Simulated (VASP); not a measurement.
Set up this calculation in VASP 6.6.1, as the native input.

- Task: single point
- Functional: LDA
- Potentials or basis: VASP PAW LDA potentials, release 64 (Al)
- Cutoff: 520 eV
- k mesh: 13 × 13 × 13
- Occupations: methfessel-paxton, width 0.1 eV
- Spin: no spin polarisation
- Dipole correction: no
- Further INCAR settings: ALGO = Normal; EDIFF = 1e-06; NBANDS = 8

The structure of Al lies in POSCAR:

```
Al
1.0
   -1.6121581793      1.6121581793      1.6121581793
    1.6121581793     -1.6121581793      1.6121581793
    1.6121581793      1.6121581793     -1.6121581793
Al
1
Direct
    0.0000000000      0.0000000000      0.0000000000
```

The input as run:

INCAR

```
PREC = Accurate ; ENCUT = 520
EDIFF = 1E-6 ; ISMEAR = 1
SIGMA = 0.1 ; LREAL = False
LASPH = True ; NELM = 80
ALGO = Normal ; ISIF = 2
LWAVE = False ; LCHARG = False
NBANDS = 8
```

KPOINTS

```
Automatic mesh
0
Gamma
  13 13 13
```

Potentials or basis: VASP PAW LDA potentials, release 64 (Al).

The run is started by

```console
$ cat potpaw_LDA.64/Al/POTCAR > POTCAR
$ mpirun -np 1 vasp_std > vasp.out
```

Results of the run:

- Pressure: -2.8 GPa

It took 5.1 s on 1 thread of AMD EPYC 9R45 96-Core Processor (Zen 5), with other jobs on the host, peak memory 0.09 GiB.
